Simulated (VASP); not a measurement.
# HfO2 (Fm-3m) in VASP: further runs

The runs below take HfO2 through relaxation of cell and atoms, single point, with LDA.

Everything below comes from runs of VASP 6.6.1. Logs are shortened: lines on timing, memory, paths and dates and some standing lists are left out, and cuts for length are marked.

## (1) The cell of the first run

Symmetry: Fm-3m, No. 225, cubic system. The conventional cell has a = 5.001 Å, b = 5.001 Å, c = 5.001 Å, α = 90.00°, β = 90.00°, γ = 90.00°. Hf (site symmetry m-3m) has 8 O at 2.17 Å within 2.9 Å. O (site symmetry -43m) has 4 Hf at 2.17 Å and 6 O at 2.50 Å within 2.9 Å.

## (2) Relaxation of cell and atoms, LDA

Contents of INCAR:

```
PREC = Accurate
ENCUT = 600
EDIFF = 1E-7
ISMEAR = 0
SIGMA = 0.02
LREAL = F
LASPH = T
NELM = 80
ALGO = Normal
ISIF = 3
LWAVE = F
LCHARG = F
GGA = CA
IBRION = 2
NSW = 100
EDIFFG = -0.005
```

Contents of KPOINTS:

```
regular mesh
0
Gamma
  8 8 8
```

Contents of POSCAR:

```
HfO2
1.0
    0.0000000000      2.5005395321      2.5005395321
    2.5005395321      0.0000000000      2.5005395321
    2.5005395321      2.5005395321      0.0000000000
Hf O
1 2
Direct
    0.0000000000      0.0000000000      0.0000000000
    0.2500000000      0.2500000000      0.2500000000
    0.7500000000      0.7500000000      0.7500000000
```

Potentials or basis: VASP PAW LDA potentials, release 64 (Hf_pv, O).

Run with:

```
> cat potpaw_LDA.64/Hf_pv/POTCAR potpaw_LDA.64/O/POTCAR > POTCAR
> mpirun -np 1 vasp_std > vasp.out
```

OUTCAR:

```text
PREC = Accurate
   ENCUT = 600
   EDIFF = 1E-7
   ISMEAR = 0
   LREAL = F
   LASPH = T
   NELM = 80
   ISIF = 3
   GGA = CA
   IBRION = 2
   NSW = 100
   EDIFFG = -0.005

 ion  position               nearest neighbor table
   1  0.000  0.000  0.000-   3 2.17   3 2.17   3 2.17   2 2.17   3 2.17   2 2.17   2 2.17   2 2.17

   2  0.250  0.250  0.250-   1 2.17   1 2.17   1 2.17   1 2.17
   3  0.750  0.750  0.750-   1 2.17   1 2.17   1 2.17   1 2.17

  LATTYP: Found a face centered cubic cell.
 ALAT       =     5.0010790642

  Lattice vectors:

 A1 = (   0.0000000000,   2.5005395321,   2.5005395321)
 A2 = (   2.5005395321,   0.0000000000,   2.5005395321)
 A3 = (   2.5005395321,   2.5005395321,   0.0000000000)

Analysis of symmetry for initial positions (statically):
=====================================================================
 Subroutine PRICEL returns:
 Original cell was already a primitive cell.

 Routine SETGRP: Setting up the symmetry group for a
 face centered cubic supercell.

 Subroutine GETGRP returns: Found 48 space group operations
 (whereof 48 operations were pure point group operations)
 out of a pool of 48 trial point group operations.

The static configuration has the point symmetry O_h .

Analysis of symmetry for dynamics (positions and initial velocities):
=====================================================================
 Subroutine PRICEL returns:
 Original cell was already a primitive cell.

 Routine SETGRP: Setting up the symmetry group for a
 face centered cubic supercell.

 Subroutine GETGRP returns: Found 48 space group operations
 (whereof 48 operations were pure point group operations)
 out of a pool of 48 trial point group operations.

The dynamic configuration has the point symmetry O_h .

 Subroutine INISYM returns: Found 48 space group operations
 (whereof 48 operations are pure point group operations),
 and found     1 'primitive' translations

----------------------------------------------------------------------------------------

                                     Primitive cell

  volume of cell :      31.2702

  direct lattice vectors                    reciprocal lattice vectors
     0.000000000  2.500539532  2.500539532    -0.199956847  0.199956847  0.199956847
     2.500539532  0.000000000  2.500539532     0.199956847 -0.199956847  0.199956847
     2.500539532  2.500539532  0.000000000     0.199956847  0.199956847 -0.199956847

  length of vectors
     3.536296920  3.536296920  3.536296920     0.346335418  0.346335418  0.346335418

  position of ions in fractional coordinates (direct lattice)
     0.000000000  0.000000000  0.000000000
     0.250000000  0.250000000  0.250000000
     0.750000000  0.750000000  0.750000000

  ion indices of the primitive-cell ions
   primitive index   ion index
                 1           1
                 2           2
                 3           3

----------------------------------------------------------------------------------------

 KPOINTS: regular mesh

Automatic generation of k-mesh.
 Grid dimensions read from file:
 generate k-points for:    8    8    8

 Generating k-lattice:

  Cartesian coordinates                     Fractional coordinates (reciprocal lattice)
    -0.024994606  0.024994606  0.024994606     0.125000000  0.000000000  0.000000000
     0.024994606 -0.024994606  0.024994606     0.000000000  0.125000000  0.000000000
     0.024994606  0.024994606 -0.024994606     0.000000000  0.000000000  0.125000000

  Length of vectors
     0.043291927  0.043291927  0.043291927

  Shift w.r.t. Gamma in fractional coordinates (k-lattice)
     0.000000000  0.000000000  0.000000000

 Subroutine IBZKPT returns following result:
 ===========================================

 Found     29 irreducible k-points:

 Following reciprocal coordinates:
            Coordinates               Weight
  0.000000  0.000000  0.000000      1.000000
  0.125000  0.000000  0.000000      8.000000
  0.250000  0.000000  0.000000      8.000000
  0.375000  0.000000  0.000000      8.000000
  0.500000  0.000000  0.000000      4.000000
  0.125000  0.125000  0.000000      6.000000
[... 16 lines left out ...]
  0.500000  0.250000  0.125000     48.000000
 -0.375000  0.250000  0.125000     24.000000
 [... further k-points ...]
   k-points           NKPTS =     29   k-points in BZ     NKDIM =     29   number of bands    NBANDS=     15
   number of dos      NEDOS =    301   number of ions     NIONS =      3
   total plane-waves  NPLWV =  21952
   dimension x,y,z NGX =    28 NGY =   28 NGZ =   28
   dimension x,y,z NGXF=    56 NGYF=   56 NGZF=   56
   ions per type =               1   2
   NGX,Y,Z   is equivalent  to a cutoff of  13.16, 13.16, 13.16 a.u.
   NGXF,Y,Z  is equivalent  to a cutoff of  26.33, 26.33, 26.33 a.u.
 SYSTEM =  unknown system
   PREC   = accura    normal or accurate (medium, high low for compatibility)
   ISTART =      0    job   : 0-new  1-cont  2-samecut
   ICHARG =      2    charge: 1-file 2-atom 10-const
   ISPIN  =      1    spin polarized calculation?
   LNONCOLLINEAR =      F non collinear calculations
   LSORBIT =      F    spin-orbit coupling
   LASPH  =      T    aspherical Exc in radial PAW
   ENCUT  =  600.0 eV  44.10 Ry    6.64 a.u.   7.06  7.06  7.06*2*pi/ulx,y,z
   NELM   =     80;   NELMIN=  2; NELMDL= -5     # of ELM steps
   EDIFF  = 0.1E-06   stopping-criterion for ELM
   LREAL  =      F    real-space projection
   EDIFFG = -.5E-02   stopping-criterion for IOM
   NSW    =    100    number of steps for IOM
   IBRION =      2    ionic relax: 0-MD 1-quasi-New 2-CG
   NFREE  =      1    steps in history (QN), initial steepest desc. (CG)
   ISIF   =      3    stress and relaxation
   ISYM   =      2    0-nonsym 1-usesym 2-fastsym
   POTIM  = 0.5000    time-step for ionic-motion
   TEBEG  =    0.0;   TEEND  =   0.0 temperature during run
   PSTRESS=    0.0 pullay stress
   NELECT =      22.0000    total number of electrons
   NUPDOWN=      -1.0000    fix difference up-down
   EMIN   =  10.00;   EMAX   =-10.00  energy-range for DOS
   EFERMI =   0.00;   METHOD = LEGACY
   ISMEAR =     0;   SIGMA  =   0.02  broadening in eV -4-tet -1-fermi 0-gaus
   EFERMI_NEDOS =   21; number of points for ismear=-14 and -15
   IALGO  =     38    algorithm
   IMIX   =      4    mixing-type and parameters
     AMIX     =   0.40;   BMIX     =  1.00
     AMIX_MAG =   1.60;   BMIX_MAG =  1.00
  volume/ion in A,a.u.               =      10.42        70.34
  Fermi-wavevector in a.u.,A,eV,Ry     =   1.456036  2.751508 28.844892  2.120040
  Thomas-Fermi vector in A             =   2.573001
   LORBIT       =      0    0 simple, 1 ext, 2 COOP (PROOUT), +10 PAW based schemes
   GGA     = CA    functional components
   LHFCALC =     F    Hartree Fock is set to
   AEXX    =    0.0000 exact exchange contribution
   IVDW    =     0    specifies the selected vdW correction
   LEPSILON=     F    determine dielectric tensor
   LRPA    =     F    only Hartree local field effects (RPA)
 conjugate gradient relaxation of ions
 non-spin polarized calculation
 Gauss-broadening in eV      SIGMA  =   0.02
  energy-cutoff  :      600.00
  volume of cell :       31.27
 maximum number of plane-waves:      1056
   NGX = 15   NGY = 15   NGZ = 15

--------------------------------------- Ionic step        1  -------------------------------------------

 number of electron      22.0000000 magnetization

 Free energy of the ion-electron system (eV)
  ---------------------------------------------------
  ext. energy  EPLUGINS =         0.00000000
  ---------------------------------------------------
  free energy    TOTEN  =       -33.07406561 eV

  energy without entropy =      -33.07406561  energy(sigma->0) =      -33.07406561

------------------------ aborting loop because EDIFF is reached ----------------------------------------

  FORCE on cell =-STRESS in cart. coord.  units (eV):
  Direction    XX          YY          ZZ          XY          YZ          ZX
  --------------------------------------------------------------------------------------
  -------------------------------------------------------------------------------------
  Total       -0.6872755     -0.6872755     -0.6872755      0.0000000     -0.0000000      0.0000000
  in kB      -35.2135890    -35.2135890    -35.2135890      0.0000000     -0.0000000      0.0000000
  external PRESSURE =     -35.2135890 kB  Pullay stress =       0.0000000 kB
[... 59 lines left out ...]
  energy  without entropy=      -33.0661111425  energy(sigma->0) =      -33.06611114

--------------------------------------- Ionic step        3  -------------------------------------------

 number of electron      22.0000004 magnetization

 Free energy of the ion-electron system (eV)
  ---------------------------------------------------
  ext. energy  EPLUGINS =         0.00000000
  ---------------------------------------------------
  free energy    TOTEN  =       -33.07838691 eV

  energy without entropy =      -33.07838691  energy(sigma->0) =      -33.07838691

 E-fermi :   4.6169     XC(G=0): -12.5941

 val. band max:        4.5306960209   @ k =   0.5000   0.5000   0.0000
 cond. band min:       8.2669847123   @ k =   0.5000   0.5000   0.0000
 fundamental gap:      3.7362886913
 Fermi energy:         4.6168809622

 k-point     1 :       0.0000    0.0000    0.0000
  band No.  band energies     occupation
      1     -24.7264      2.00000
      2     -24.7264      2.00000
      3     -24.7264      2.00000
      4     -14.2864      2.00000
      5     -10.8456      2.00000
      6      -1.2164      2.00000
      7      -1.2164      2.00000
      8      -1.2164      2.00000
      9       3.8923      2.00000
     10       3.8923      2.00000
     11       3.8923      2.00000
     12       8.3356      0.00000
     13       8.3356      0.00000
     14      10.6523      0.00000
     15      15.5854      0.00000
[... 397 lines left out ...]
 k-point    24 :      -0.3750    0.2500    0.1250
  band No.  band energies     occupation
      1     -25.2208      2.00000
      2     -24.9576      2.00000
      3     -24.8289      2.00000
      4     -12.4844      2.00000
      5     -11.7877      2.00000
      6      -0.6404      2.00000
      7      -0.1963      2.00000
      8       0.7607      2.00000
      9       2.2060      2.00000
     10       3.0910      2.00000
     11       3.2355      2.00000
     12       9.1444      0.00000
     13       9.6008      0.00000
     14      11.9755      0.00000
     15      13.0253      0.00000

 [... further k-points ...]
[... 5 lines left out ...]
  --------------------------------------------------------------------------------------
  -------------------------------------------------------------------------------------
  Total       -0.0046989     -0.0046989     -0.0046989      0.0000000      0.0000000     -0.0000000
  in kB       -0.2437692     -0.2437692     -0.2437692      0.0000000      0.0000000     -0.0000000
  external PRESSURE =      -0.2437692 kB  Pullay stress =       0.0000000 kB
[... 18 lines left out ...]
  FREE ENERGIE OF THE ION-ELECTRON SYSTEM (eV)
  ---------------------------------------------------
  free  energy   TOTEN  =       -33.0783869089 eV

  energy  without entropy=      -33.0783869089  energy(sigma->0) =      -33.07838691

 reached required accuracy - stopping structural energy minimisation
```

Wall time 34 s (1 thread of Intel Xeon 6975P-C, shared host); peak memory 0.16 GiB.

Results:

```
Free energy                            : -33.0784 eV
Relaxed volume                         : 10.29 Å³/atom
Relaxed cell                           : a = 3.522 Å, b = 3.522 Å, c = 3.522 Å, α = 60.00°, β = 60.00°, γ = 60.00°
Space group after relaxing (to 0.05 Å) : Fm-3m (No. 225)
Energy gained by relaxing              : 1.4 meV/atom
Ionic steps                            : 3
Pressure after relaxing                : 0.0 GPa
Band gap on the k mesh                 : 3.74 eV, direct
```

Step by step:
```tsv
step	energy change (eV)	largest force (eV/Å)	pressure (GPa)	volume (Å³)
1	0.0000	0.0000	-3.52	31.27
2	0.0080	0.0000	6.30	30.24
3	-0.0043	0.0000	-0.02	30.88
```

Final structure:
```cif
data_structure
_symmetry_space_group_name_H-M 'P 1'
_symmetry_Int_Tables_number 1
_cell_length_a 3.5217
_cell_length_b 3.5217
_cell_length_c 3.5217
_cell_angle_alpha 60.000
_cell_angle_beta 60.000
_cell_angle_gamma 60.000
_cell_volume 30.88
loop_
_atom_site_label
_atom_site_type_symbol
_atom_site_fract_x
_atom_site_fract_y
_atom_site_fract_z
_atom_site_occupancy
Hf1 Hf 0.00000 0.00000 0.00000 1
O1 O 0.25000 0.25000 0.25000 1
O2 O 0.75000 0.75000 0.75000 1
```

Caveat: spin-orbit coupling is left out, which moves the levels of the heavy elements. Zero-point motion and thermal expansion aren't in these numbers.

## (3) Relaxation of cell and atoms, LDA

Contents of INCAR:

```
SYSTEM = HfO2
  ALGO = Normal
  EDIFF = 1E-6
  EDIFFG = -0.001
  ENCUT = 600
  GGA = CA
  IBRION = 2
  ISIF = 3
  ISMEAR = 0
  LASPH = .True.
  LCHARG = .False.
  LREAL = .False.
  LWAVE = .False.
  NELM = 80
  NSW = 80
  PREC = Accurate
  SIGMA = 0.01
```

Contents of KPOINTS:

```
k-points
0
Gamma
  8 8 8
  0 0 0
```

POSCAR is that of step 2.

Potentials or basis: VASP PAW LDA potentials, release 64 (Hf_pv, O).

Run with:

```
> cat potpaw_LDA.64/Hf_pv/POTCAR potpaw_LDA.64/O/POTCAR > POTCAR
> mpirun -np 1 vasp_std > vasp.out
```

OUTCAR:

```text
SYSTEM = HfO2
   EDIFF = 1E-6
   EDIFFG = -0.001
   ENCUT = 600
   GGA = CA
   IBRION = 2
   ISIF = 3
   ISMEAR = 0
   LASPH = .True.
   LREAL = .False.
   NELM = 80
   NSW = 80
   PREC = Accurate

 ion  position               nearest neighbor table
   1  0.000  0.000  0.000-   3 2.17   3 2.17   3 2.17   2 2.17   3 2.17   2 2.17   2 2.17   2 2.17

   2  0.250  0.250  0.250-   1 2.17   1 2.17   1 2.17   1 2.17
   3  0.750  0.750  0.750-   1 2.17   1 2.17   1 2.17   1 2.17

  LATTYP: Found a face centered cubic cell.
 ALAT       =     5.0010790642

  Lattice vectors:

 A1 = (   0.0000000000,   2.5005395321,   2.5005395321)
 A2 = (   2.5005395321,   0.0000000000,   2.5005395321)
 A3 = (   2.5005395321,   2.5005395321,   0.0000000000)

Analysis of symmetry for initial positions (statically):
=====================================================================
 Subroutine PRICEL returns:
 Original cell was already a primitive cell.

 Routine SETGRP: Setting up the symmetry group for a
 face centered cubic supercell.

 Subroutine GETGRP returns: Found 48 space group operations
 (whereof 48 operations were pure point group operations)
 out of a pool of 48 trial point group operations.

The static configuration has the point symmetry O_h .

Analysis of symmetry for dynamics (positions and initial velocities):
=====================================================================
 Subroutine PRICEL returns:
 Original cell was already a primitive cell.

 Routine SETGRP: Setting up the symmetry group for a
 face centered cubic supercell.

 Subroutine GETGRP returns: Found 48 space group operations
 (whereof 48 operations were pure point group operations)
 out of a pool of 48 trial point group operations.

The dynamic configuration has the point symmetry O_h .

 Subroutine INISYM returns: Found 48 space group operations
 (whereof 48 operations are pure point group operations),
 and found     1 'primitive' translations

----------------------------------------------------------------------------------------

                                     Primitive cell

  volume of cell :      31.2702
[... 131 lines left out ...]

 number of electron      22.0000000 magnetization

 Free energy of the ion-electron system (eV)
  ---------------------------------------------------
  ext. energy  EPLUGINS =         0.00000000
  ---------------------------------------------------
  free energy    TOTEN  =       -33.07406571 eV

  energy without entropy =      -33.07406571  energy(sigma->0) =      -33.07406571

------------------------ aborting loop because EDIFF is reached ----------------------------------------

  FORCE on cell =-STRESS in cart. coord.  units (eV):
  Direction    XX          YY          ZZ          XY          YZ          ZX
  --------------------------------------------------------------------------------------
  -------------------------------------------------------------------------------------
  Total       -0.6854804     -0.6854804     -0.6854804      0.0000000      0.0000000      0.0000000
  in kB      -35.1216127    -35.1216127    -35.1216127      0.0000000      0.0000000      0.0000000
  external PRESSURE =     -35.1216127 kB  Pullay stress =       0.0000000 kB
[... 61 lines left out ...]
--------------------------------------- Ionic step        3  -------------------------------------------

 number of electron      22.0000004 magnetization

 Free energy of the ion-electron system (eV)
  ---------------------------------------------------
  ext. energy  EPLUGINS =         0.00000000
  ---------------------------------------------------
  free energy    TOTEN  =       -33.07838702 eV

  energy without entropy =      -33.07838702  energy(sigma->0) =      -33.07838702

 E-fermi :   4.6174     XC(G=0): -12.5943

 val. band max:        4.5308648089   @ k =   0.5000   0.5000   0.0000
 cond. band min:       8.2673554595   @ k =   0.5000   0.5000   0.0000
 fundamental gap:      3.7364906506
 Fermi energy:         4.6174408150

 k-point     1 :       0.0000    0.0000    0.0000
  band No.  band energies     occupation
      1     -24.7260      2.00000
      2     -24.7260      2.00000
      3     -24.7260      2.00000
      4     -14.2864      2.00000
      5     -10.8455      2.00000
      6      -1.2164      2.00000
      7      -1.2164      2.00000
      8      -1.2164      2.00000
      9       3.8924      2.00000
     10       3.8924      2.00000
     11       3.8924      2.00000
     12       8.3360      0.00000
     13       8.3360      0.00000
     14      10.6529      0.00000
[... 401 lines left out ...]
      2     -24.9572      2.00000
      3     -24.8285      2.00000
      4     -12.4844      2.00000
      5     -11.7876      2.00000
      6      -0.6403      2.00000
      7      -0.1962      2.00000
      8       0.7608      2.00000
      9       2.2062      2.00000
     10       3.0911      2.00000
     11       3.2357      2.00000
     12       9.1448      0.00000
     13       9.6013      0.00000
     14      11.9760      0.00000
     15      13.0258      0.00000

 [... further k-points ...]
[... 5 lines left out ...]
  --------------------------------------------------------------------------------------
  -------------------------------------------------------------------------------------
  Total       -0.0014633     -0.0014633     -0.0014633      0.0000000     -0.0000000      0.0000000
  in kB       -0.0759158     -0.0759158     -0.0759158      0.0000000     -0.0000000      0.0000000
  external PRESSURE =      -0.0759158 kB  Pullay stress =       0.0000000 kB
[... 18 lines left out ...]
  FREE ENERGIE OF THE ION-ELECTRON SYSTEM (eV)
  ---------------------------------------------------
  free  energy   TOTEN  =       -33.0783870220 eV

  energy  without entropy=      -33.0783870220  energy(sigma->0) =      -33.07838702

 reached required accuracy - stopping structural energy minimisation
```

Wall time 28 s (1 thread of Intel Xeon 6975P-C, shared host); peak memory 0.16 GiB.

Results:

- Free energy: -33.0784 eV
- Relaxed volume: 10.29 Å³/atom
- Relaxed cell: a = 3.522 Å, b = 3.522 Å, c = 3.522 Å, α = 60.00°, β = 60.00°, γ = 60.00°
- Space group after relaxing (to 0.05 Å): Fm-3m (No. 225)
- Energy gained by relaxing: 1.4 meV/atom
- Ionic steps: 3
- Pressure after relaxing: 0.0 GPa
- Band gap on the k mesh: 3.74 eV, direct

Step by step:
| step | energy change (eV) | largest force (eV/Å) | pressure (GPa) | volume (Å³) |
| --- | --- | --- | --- | --- |
| 1 | 0.0000 | 0.0000 | -3.51 | 31.27 |
| 2 | 0.0079 | 0.0000 | 6.29 | 30.25 |
| 3 | -0.0043 | 0.0000 | -0.01 | 30.88 |

Final structure:
```
CELL_PARAMETERS angstrom
0.00000 2.49017 2.49017
2.49017 0.00000 2.49017
2.49017 2.49017 0.00000
ATOMIC_POSITIONS crystal
Hf 0.00000 0.00000 0.00000
O 0.25000 0.25000 0.25000
O 0.75000 0.75000 0.75000
```

Caveat: spin-orbit coupling is left out, which moves the levels of the heavy elements. LDA gaps usually lie below the measured ones, often by a third to a half.

(Continued in part 2 of 2.)
